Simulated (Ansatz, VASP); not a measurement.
**P in VASP and in Ansatz**

```
CELL_PARAMETERS angstrom
0.00000 2.36883 2.36883
2.36883 0.00000 2.36883
2.36883 2.36883 0.00000
ATOMIC_POSITIONS crystal
P 0.87500 0.87500 0.87500
P 0.12500 0.12500 0.12500
```

Change from the starting cell: volume scaled by 0.68, PAW files.

Alike in both runs: task single point; functional PBEsol; k mesh 12 × 12 × 12; occupations fermi-dirac, width 0.08 eV; no spin polarisation.

```csv
,VASP,Ansatz
version,VASP 6.6.1,Ansatz 0.2.0
potentials or method,"VASP PAW PBE potentials, release 64 (P)","PAW with Ansatz's default frozen-core files, scalar-relativistic"
plane-wave cutoff (eV),520,420
valence electrons in the cell,10,10
```

|  | VASP | Ansatz | Ansatz less VASP |
| --- | --- | --- | --- |
| pressure (GPa) | 45.3 | 45.3 | +0.06 |

VASP's potentials were made for PBE, not for PBEsol. Both programs put the cell under a high pressure, so it lies far from rest at this level. The functional is the same, so the differences come from potentials, cutoffs and numerics.
